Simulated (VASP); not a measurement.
Crystal: PbS.

```
Pb S
1.0
     2.96148   -2.96704    0.18162
     2.96148    2.96704    0.18162
    -0.36332    0.00000    5.92430
Pb S
2 2
Cartesian
  4.1697 0.0000 4.7154
  1.3899 0.0000 1.5722
  1.2083 0.0000 4.5331
  4.3513 0.0000 1.7544
```

Base run:

```yaml
Program: VASP 6.6.1
Functional: LDA
Potentials_or_basis: VASP PAW LDA potentials, release 64 (Pb_d, S)
Cutoff: 520 eV
k_mesh: 8 × 8 × 6
Occupations: gaussian, width 0.02 eV
Spin: no spin polarisation
```

Its results: band gap on the k mesh 0.21 eV; pressure -2.6 GPa.

**Question.** The run is repeated on the same cell with these changes: functional from LDA to r2SCAN; potentials or basis from VASP PAW LDA potentials, release 64 (Pb_d, S) to VASP PAW PBE potentials, release 64 (Pb_d, S). What comes out?

**Answer.** Band gap on the k mesh 0.63 eV; pressure 1.2 GPa.

Caveats: spin-orbit coupling is left out, which moves the levels of the heavy elements; the PAW data sets were made with another functional, which shifts forces and pressure a little (at least some runs).

A k mesh can miss the band edges.
